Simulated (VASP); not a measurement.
# TePb (Pm-3m) in VASP: a series of runs

The runs below take TePb through single point, with PBE.

Everything below comes from runs of VASP 6.6.1. Logs are shortened: lines on timing, memory, paths and dates and some standing lists are left out, and cuts for length are marked.

### Step 1. The cell of the first run

Symmetry: Pm-3m, No. 221, cubic system. Conventional cell: a = 4.002 Å, b = 4.002 Å, c = 4.002 Å, α = 90.00°, β = 90.00°, γ = 90.00°. Within 4.6 Å of Pb (site symmetry m-3m) lie 8 Te at 3.47 Å and 6 Pb at 4.00 Å. Within 4.6 Å of Te (site symmetry m-3m) lie 8 Pb at 3.47 Å and 6 Te at 4.00 Å.

### Step 2. Single point, PBE

Contents of INCAR:

```
  PREC = Accurate
  ENCUT = 500
  EDIFF = 1E-6
  ISMEAR = 0
  SIGMA = 0.016
  LREAL = False
  LASPH = True
  NELM = 120
  ALGO = Normal
  ISIF = 2
  LWAVE = False
  LCHARG = False
  GGA = PE
  NBANDS = 17
  GGA_COMPAT = False
```

Contents of KPOINTS:

```
Automatic mesh
0
Gamma
  7 7 7
```

Contents of POSCAR:

```
TePb
1.0
    4.0022870000      0.0000000000      0.0000000000
    0.0000000000      4.0022870000      0.0000000000
    0.0000000000      0.0000000000      4.0022870000
Pb Te
1 1
Direct
    0.0000000000      0.0000000000      0.0000000000
    0.5000000000      0.5000000000      0.5000000000
```

Potentials or basis: VASP PAW PBE potentials, release 64 (Pb_d, Te).

Run with:

```bash
cat potpaw_PBE.64/Pb_d/POTCAR potpaw_PBE.64/Te/POTCAR > POTCAR
mpirun -np 1 vasp_std > vasp.out
```

OUTCAR:

```text
PREC = Accurate
   ENCUT = 500
   EDIFF = 1E-6
   ISMEAR = 0
   LREAL = False
   LASPH = True
   NELM = 120
   ISIF = 2
   GGA = PE

 ion  position               nearest neighbor table
   1  0.000  0.000  0.000-   2 3.47   2 3.47   2 3.47   2 3.47   2 3.47   2 3.47   2 3.47   2 3.47

   2  0.500  0.500  0.500-   1 3.47   1 3.47   1 3.47   1 3.47   1 3.47   1 3.47   1 3.47   1 3.47

  LATTYP: Found a simple cubic cell.
 ALAT       =     4.0022870000

  Lattice vectors:

 A1 = (   4.0022870000,   0.0000000000,   0.0000000000)
 A2 = (   0.0000000000,   4.0022870000,   0.0000000000)
 A3 = (   0.0000000000,   0.0000000000,   4.0022870000)

Analysis of symmetry for initial positions (statically):
=====================================================================
 Subroutine PRICEL returns:
 Original cell was already a primitive cell.

 Routine SETGRP: Setting up the symmetry group for a
 simple cubic supercell.

 Subroutine GETGRP returns: Found 48 space group operations
 (whereof 48 operations were pure point group operations)
 out of a pool of 48 trial point group operations.

The static configuration has the point symmetry O_h .

Analysis of symmetry for dynamics (positions and initial velocities):
=====================================================================
 Subroutine PRICEL returns:
 Original cell was already a primitive cell.

 Routine SETGRP: Setting up the symmetry group for a
 simple cubic supercell.

 Subroutine GETGRP returns: Found 48 space group operations
 (whereof 48 operations were pure point group operations)
 out of a pool of 48 trial point group operations.

The dynamic configuration has the point symmetry O_h .

 Subroutine INISYM returns: Found 48 space group operations
 (whereof 48 operations are pure point group operations),
 and found     1 'primitive' translations

----------------------------------------------------------------------------------------

                                     Primitive cell

  volume of cell :      64.1098

  direct lattice vectors                    reciprocal lattice vectors
     4.002287000  0.000000000  0.000000000     0.249857144  0.000000000  0.000000000
     0.000000000  4.002287000  0.000000000     0.000000000  0.249857144  0.000000000
     0.000000000  0.000000000  4.002287000     0.000000000  0.000000000  0.249857144

  length of vectors
[... 75 lines left out ...]
   ENCUT  =  500.0 eV  36.75 Ry    6.06 a.u.   7.30  7.30  7.30*2*pi/ulx,y,z
   NELM   =    120;   NELMIN=  2; NELMDL= -5     # of ELM steps
   EDIFF  = 0.1E-05   stopping-criterion for ELM
   LREAL  =      F    real-space projection
   EDIFFG = 0.1E-04   stopping-criterion for IOM
   NSW    =      0    number of steps for IOM
   IBRION =     -1    ionic relax: 0-MD 1-quasi-New 2-CG
   NFREE  =      0    steps in history (QN), initial steepest desc. (CG)
   ISIF   =      2    stress and relaxation
   ISYM   =      2    0-nonsym 1-usesym 2-fastsym
   POTIM  = 0.5000    time-step for ionic-motion
   TEBEG  =    0.0;   TEEND  =   0.0 temperature during run
   PSTRESS=    0.0 pullay stress
   NELECT =      20.0000    total number of electrons
   NUPDOWN=      -1.0000    fix difference up-down
   EMIN   =  10.00;   EMAX   =-10.00  energy-range for DOS
   EFERMI =   0.00;   METHOD = LEGACY
   ISMEAR =     0;   SIGMA  =   0.02  broadening in eV -4-tet -1-fermi 0-gaus
   EFERMI_NEDOS =   21; number of points for ismear=-14 and -15
   IALGO  =     38    algorithm
   IMIX   =      4    mixing-type and parameters
     AMIX     =   0.40;   BMIX     =  1.00
     AMIX_MAG =   1.60;   BMIX_MAG =  1.00
  volume/ion in A,a.u.               =      32.05       216.32
  Fermi-wavevector in a.u.,A,eV,Ry     =   1.110307  2.098177 16.773027  1.232783
  Thomas-Fermi vector in A             =   2.246857
   LORBIT       =      0    0 simple, 1 ext, 2 COOP (PROOUT), +10 PAW based schemes
   GGA     = PE    functional components
   LHFCALC =     F    Hartree Fock is set to
   AEXX    =    0.0000 exact exchange contribution
   IVDW    =     0    specifies the selected vdW correction
   LEPSILON=     F    determine dielectric tensor
   LRPA    =     F    only Hartree local field effects (RPA)
 non-spin polarized calculation
 Gauss-broadening in eV      SIGMA  =   0.02
  energy-cutoff  :      500.00
  volume of cell :       64.11
 maximum number of plane-waves:      1647
 NGX is ok and might be reduce to    30
   NGX = 15   NGY = 15   NGZ = 15

 number of electron      20.0000009 magnetization

 Free energy of the ion-electron system (eV)
  ---------------------------------------------------
  ext. energy  EPLUGINS =         0.00000000
  ---------------------------------------------------
  free energy    TOTEN  =        -7.05187913 eV

  energy without entropy =       -7.05073888  energy(sigma->0) =       -7.05130900

 E-fermi :   6.4017     XC(G=0):  -9.6814

 val. band max:        6.3997721287   @ k =   0.4286   0.2857   0.0000
 cond. band min:       6.4088585670   @ k =   0.4286   0.4286   0.2857
 fundamental gap:      0.0090864384
 Fermi energy:         6.4017349931

 k-point     1 :       0.0000    0.0000    0.0000
  band No.  band energies     occupation
      1     -10.7877      2.00000
      2     -10.7877      2.00000
      3     -10.7045      2.00000
      4     -10.7045      2.00000
      5     -10.7045      2.00000
      6      -5.7660      2.00000
[... 377 lines left out ...]
      4     -10.6813      2.00000
      5     -10.6813      2.00000
      6      -3.3795      2.00000
[... 9 lines left out ...]
     16      18.8142      0.00000
     17      20.8065      0.00000

------------------------ aborting loop because EDIFF is reached ----------------------------------------

  FORCE on cell =-STRESS in cart. coord.  units (eV):
  Direction    XX          YY          ZZ          XY          YZ          ZX
  --------------------------------------------------------------------------------------
  -------------------------------------------------------------------------------------
  Total        0.0196150      0.0196150      0.0196150      0.0000000      0.0000000     -0.0000000
  in kB        0.4901998      0.4901998      0.4901998      0.0000000      0.0000000     -0.0000000
  external PRESSURE =       0.4901998 kB  Pullay stress =       0.0000000 kB

 VOLUME and BASIS-vectors are now :
 -----------------------------------------------------------------------------
  energy-cutoff  :      500.00
  volume of cell :       64.11
      direct lattice vectors                 reciprocal lattice vectors
     4.002287000  0.000000000  0.000000000     0.249857144  0.000000000  0.000000000
     0.000000000  4.002287000  0.000000000     0.000000000  0.249857144  0.000000000
     0.000000000  0.000000000  4.002287000     0.000000000  0.000000000  0.249857144

 POSITION                                       TOTAL-FORCE (eV/Angst)
 -----------------------------------------------------------------------------------
      0.00000      0.00000      0.00000         0.000000      0.000000      0.000000
      2.00114      2.00114      2.00114         0.000000      0.000000      0.000000
 -----------------------------------------------------------------------------------
    total drift:                               -0.000000     -0.000000     -0.000000

  FREE ENERGIE OF THE ION-ELECTRON SYSTEM (eV)
  ---------------------------------------------------
  free  energy   TOTEN  =        -7.0518791277 eV

  energy  without entropy=       -7.0507388799  energy(sigma->0) =       -7.05130900
```

stdout:

```text
POSCAR found type information on POSCAR PbTe
 POSCAR found :  2 types and       2 ions
 scaLAPACK will be used
 LDA part: xc-table for (Slater+PW92), standard interpolation
 POSCAR, INCAR and KPOINTS ok, starting setup
 FFT: planning ... GRIDC
 FFT: planning ... GRID_SOFT
 FFT: planning ... GRID
 WAVECAR not read
 entering main loop
```

Run time: 12 s. Hardware: 1 thread of AMD EPYC 9R45 (Zen 5), shared host; peak memory 0.14 GiB.

Results:

- Free energy: -7.0519 eV
- Pressure: 0.0 GPa
- Band gap on the k mesh: zero (bands 10 and 11 overlap by 0.80 eV)

Levels at points of the mesh, in eV from the Fermi level:
| k point | band 7 | band 8 | band 9 | band 10 | band 11 | band 12 | band 13 | band 14 |
| --- | --- | --- | --- | --- | --- | --- | --- | --- |
| (0.00, 0.00, 0.00) | -6.80 | -1.57 | -1.57 | -1.57 | 4.00 | 4.00 | 5.22 | 5.22 |

Caveat: spin-orbit coupling is left out, which moves the levels of the heavy elements.

### Step 3. Single point, PBE

Contents of INCAR:

```
SYSTEM = TePb
PREC = Accurate
ENCUT = 500
EDIFF = 1E-6
ISMEAR = 0
SIGMA = 0.018000000000000002
LREAL = .False.
LASPH = .True.
NELM = 120
ALGO = Normal
ISIF = 2
LWAVE = .False.
LCHARG = .False.
GGA = PE
NBANDS = 17
GGA_COMPAT = .False.
```

Contents of KPOINTS:

```
Automatic mesh
0
Gamma
  7 7 7
  0 0 0
```

POSCAR is that of step 2.

Potentials or basis: VASP PAW PBE potentials, release 64 (Pb_d, Te).

Run with:

```bash
cat potpaw_PBE.64/Pb_d/POTCAR potpaw_PBE.64/Te/POTCAR > POTCAR
mpirun -np 1 vasp_std > vasp.out
```

OUTCAR:

```text
SYSTEM = TePb
   PREC = Accurate
   ENCUT = 500
   EDIFF = 1E-6
   ISMEAR = 0
   LREAL = .False.
   LASPH = .True.
   NELM = 120
   ISIF = 2
   GGA = PE

 ion  position               nearest neighbor table
   1  0.000  0.000  0.000-   2 3.47   2 3.47   2 3.47   2 3.47   2 3.47   2 3.47   2 3.47   2 3.47

   2  0.500  0.500  0.500-   1 3.47   1 3.47   1 3.47   1 3.47   1 3.47   1 3.47   1 3.47   1 3.47

  LATTYP: Found a simple cubic cell.
 ALAT       =     4.0022870000

  Lattice vectors:

 A1 = (   4.0022870000,   0.0000000000,   0.0000000000)
 A2 = (   0.0000000000,   4.0022870000,   0.0000000000)
 A3 = (   0.0000000000,   0.0000000000,   4.0022870000)

Analysis of symmetry for initial positions (statically):
=====================================================================
 Subroutine PRICEL returns:
 Original cell was already a primitive cell.

 Routine SETGRP: Setting up the symmetry group for a
 simple cubic supercell.

 Subroutine GETGRP returns: Found 48 space group operations
 (whereof 48 operations were pure point group operations)
 out of a pool of 48 trial point group operations.

The static configuration has the point symmetry O_h .

Analysis of symmetry for dynamics (positions and initial velocities):
[... 154 lines left out ...]

 E-fermi :   6.4013     XC(G=0):  -9.6814

 val. band max:        6.3993947808   @ k =   0.4286   0.2857   0.0000
 cond. band min:       6.4089548663   @ k =   0.4286   0.4286   0.2857
 fundamental gap:      0.0095600856
 Fermi energy:         6.4013010419

 k-point     1 :       0.0000    0.0000    0.0000
  band No.  band energies     occupation
      1     -10.7873      2.00000
      2     -10.7873      2.00000
      3     -10.7041      2.00000
      4     -10.7041      2.00000
      5     -10.7041      2.00000
      6      -5.7663      2.00000
[... 377 lines left out ...]
      4     -10.6808      2.00000
      5     -10.6808      2.00000
      6      -3.3801      2.00000
[... 9 lines left out ...]
     16      18.8140      0.00000
     17      20.8045      0.00000

------------------------ aborting loop because EDIFF is reached ----------------------------------------

  FORCE on cell =-STRESS in cart. coord.  units (eV):
  Direction    XX          YY          ZZ          XY          YZ          ZX
  --------------------------------------------------------------------------------------
  -------------------------------------------------------------------------------------
  Total        0.0208586      0.0208586      0.0208586      0.0000000      0.0000000      0.0000000
  in kB        0.5212812      0.5212812      0.5212812      0.0000000      0.0000000      0.0000000
  external PRESSURE =       0.5212812 kB  Pullay stress =       0.0000000 kB

 VOLUME and BASIS-vectors are now :
 -----------------------------------------------------------------------------
  energy-cutoff  :      500.00
  volume of cell :       64.11
      direct lattice vectors                 reciprocal lattice vectors
     4.002287000  0.000000000  0.000000000     0.249857144  0.000000000  0.000000000
     0.000000000  4.002287000  0.000000000     0.000000000  0.249857144  0.000000000
     0.000000000  0.000000000  4.002287000     0.000000000  0.000000000  0.249857144

 POSITION                                       TOTAL-FORCE (eV/Angst)
 -----------------------------------------------------------------------------------
      0.00000      0.00000      0.00000         0.000000      0.000000      0.000000
      2.00114      2.00114      2.00114         0.000000      0.000000      0.000000
 -----------------------------------------------------------------------------------
    total drift:                               -0.000000     -0.000000     -0.000000

  FREE ENERGIE OF THE ION-ELECTRON SYSTEM (eV)
  ---------------------------------------------------
  free  energy   TOTEN  =        -7.0520227377 eV

  energy  without entropy=       -7.0507270293  energy(sigma->0) =       -7.05137488
```

stdout:

```text
POSCAR found type information on POSCAR PbTe
 POSCAR found :  2 types and       2 ions
 scaLAPACK will be used
 LDA part: xc-table for (Slater+PW92), standard interpolation
 POSCAR, INCAR and KPOINTS ok, starting setup
 FFT: planning ... GRIDC
 FFT: planning ... GRID_SOFT
 FFT: planning ... GRID
 WAVECAR not read
 entering main loop
```

Run time: 12 s. Hardware: 1 thread of AMD EPYC 9R45 (Zen 5), shared host; peak memory 0.14 GiB.

What came out:

* Free energy: -7.0520 eV
* Pressure: 0.1 GPa
* Band gap on the k mesh: zero (bands 10 and 11 overlap by 0.80 eV)

Levels at points of the mesh, in eV from the Fermi level:
```tsv
k point	band 8	band 9	band 10	band 11	band 12	band 13
(0.00, 0.00, 0.00)	-1.57	-1.57	-1.57	4.00	4.00	5.22
```

Caveat: spin-orbit coupling is left out, which moves the levels of the heavy elements.
